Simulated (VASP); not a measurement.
# Sb: electric field gradients with PBEsol

The system is Sb.

```
Sb
1.0
     3.20158    0.00000    0.00000
     0.00000    3.20158    0.00000
     0.00000    0.00000    3.20158
Sb
1
Direct
  0.00000 0.00000 0.00000
```

This cell differs from its parent crystal: volume scaled by 1.04.

| Property | Result |
| --- | --- |
| Program | VASP 6.6.1 |
| Task | electric field gradients |
| Functional | PBEsol |
| Potentials or basis | VASP PAW PBE potentials, release 64 (Sb) |
| Cutoff | 520 eV |
| k mesh | 13 × 13 × 13 |
| Occupations | fermi-dirac, width 0.05 eV |
| Spin | no spin polarisation |
| Dipole correction | no |
| Further INCAR settings | ALGO = Normal; EDIFF = 1e-08; NBANDS = 8 |

| Property | Result |
| --- | --- |
| Pressure | -6.3 GPa |

Levels at points of the mesh, in eV from the Fermi level:
```csv
k point,band 1,band 2,band 3,band 4,band 5
"(0.00, 0.00, 0.00)",-11.74,2.98,2.98,2.98,6.82
```

Run time: 7.4 s on 1 thread of Intel(R) Xeon(R) Platinum 8488C (Sapphire Rapids), on a shared host, peak memory 0.14 GiB.

Caveat: without QUAD_EFG the Cq values of the log hold for a quadrupole moment of 1 mb, not for the nuclei; the PAW data sets were made with another functional, which shifts forces and pressure a little; spin-orbit coupling is left out, which moves the levels of the heavy elements.
